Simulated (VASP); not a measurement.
Runs of VASP 6.6.1 on TaN. The structure is that of space group P6/mmm (No. 191), or close to it. The cells are those of the table. 

```csv
cell,gap on the mesh (eV),pressure (GPa)
"a = 4.925, b = 4.925, c = 3.009 Å, angles 90.0, 90.0, 120.0°, 6 atoms",none,(a)
"a = 5.239, b = 5.239, c = 2.905 Å, angles 90.0, 90.0, 120.0°, 6 atoms",none,1.7
"a = 4.913, b = 4.913, c = 2.845 Å, angles 90.0, 90.0, 120.0°, 6 atoms",none,63.4
"a = 4.925, b = 4.925, c = 3.031 Å, angles 90.0, 90.0, 120.0°, 6 atoms",none,24.1
"a = 5.030, b = 5.030, c = 2.980 Å, angles 90.0, 90.0, 120.0°, 6 atoms",none,(b)
```

Alike in all rows: task single point; level r2SCAN; potentials or basis VASP PAW PBE potentials, release 64 (Ta_pv, N); no spin polarisation; k mesh 12 × 12 × 12; cutoff (eV) 520; smearing gaussian 0.1 eV.

**Question.** Estimate the missing entries.

**Answer.** (a) 27.7; (b) 16.6.

Caveats: the PAW data sets were made with another functional, which shifts forces and pressure a little; spin-orbit coupling is left out, which moves the levels of the heavy elements; the cell stands under pressure (at least some runs).

A k mesh can miss the band edges, and the runs leave out spin-orbit coupling on Ta.

A gap of «none» marks levels without a gap at the run's occupations.
